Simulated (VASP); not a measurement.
Here is a VASP 6.6.1 calculation.

File INCAR:

```
  ALGO = Normal
  EDIFF = 1E-6
  ENCUT = 500
  GGA = PE
  GGA_COMPAT = F
  ISIF = 2
  ISMEAR = 0
  LASPH = T
  LCHARG = F
  LREAL = F
  LWAVE = F
  NBANDS = 66
  NELM = 120
  PREC = Accurate
  SIGMA = 0.1
```

KPOINTS

```
k-points
0
Gamma
  4 4 2
```

The input POSCAR:

```
Ge
1.0
    2.9935514221     -3.1924897791      0.0000000000
    2.9935514221      3.1924897791      0.0000000000
    0.0000000000      0.0000000000      9.6117656526
Ge
8
Direct
    0.7650370879      0.6535285127      0.8729098937
    0.3464714873      0.2349629121      0.1270901063
    0.8464714873      0.7349629121      0.3729098937
    0.2650370879      0.1535285127      0.6270901063
    0.1535285127      0.2650370879      0.3729098937
    0.7349629121      0.8464714873      0.6270901063
    0.2349629121      0.3464714873      0.8729098937
    0.6535285127      0.7650370879      0.1270901063
```

Potentials or basis: VASP PAW PBE potentials, release 64 (Ge_d).

Run with:

```bash
$ cat potpaw_PBE.64/Ge_d/POTCAR > POTCAR
$ mpirun -np 1 vasp_std > vasp.out
```

(1) Estimate the band gap on the k mesh.

(2) Estimate the largest force.

(3) Estimate the pressure.

Answers

(1) zero (bands 56 and 57 overlap by 0.87 eV).

(2) 0.041 eV/Å.

(3) -0.1 GPa.
